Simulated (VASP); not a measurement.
Write the native input for VASP 6.6.1 that does the following.

```yaml
Task: single point
Functional: PBEsol
Potentials_or_basis: VASP PAW PBE potentials, release 64 (Lu)
Cutoff: 600 eV
k_mesh: 8 × 8 × 8
Occupations: methfessel-paxton, width 0.1 eV
Spin: no spin polarisation
Dipole_correction: no
Further_INCAR_settings: ALGO = Normal; EDIFF = 1e-06; NBANDS = 18
```

The structure of Lu lies in POSCAR:

```
Lu
1.0
    1.9095229681      1.9095229681      1.9095229681
   -1.9095229681      1.9095229681      1.9095229681
   -1.9095229681     -1.9095229681      1.9095229681
Lu
1
Direct
    0.0000000000      0.0000000000      0.0000000000
```

This isn't the form of Lu at room conditions, which is hcp.

These files were run (other wordings do the same):

INCAR

```
  PREC = Accurate
  ENCUT = 600
  EDIFF = 1E-6
  ISMEAR = 1
  SIGMA = 0.1
  LREAL = False
  LASPH = True
  NELM = 120
  ALGO = Normal
  ISIF = 2
  LWAVE = False
  LCHARG = True
  GGA = PS
  LELF = True
  LVHAR = True
  NBANDS = 18
  GGA_COMPAT = False
```

KPOINTS

```
Automatic mesh
0
Gamma
  8 8 8
```

Potentials or basis: VASP PAW PBE potentials, release 64 (Lu).

Run with:

```bash
$ cat potpaw_PBE.64/Lu/POTCAR > POTCAR
$ mpirun -np 1 vasp_std > vasp.out
```

Results of the run:

```
Pressure               : 0.2 GPa
Band gap on the k mesh : zero (an odd number of electrons rules out a gap without spin polarisation)
```

Caveat: the PAW data sets were made with another functional, which shifts forces and pressure a little; spin-orbit coupling is left out, which moves the levels of the heavy elements.

Run time: 15 s on 1 thread of Intel Xeon 8259CL (shared host), peak memory 0.17 GiB.
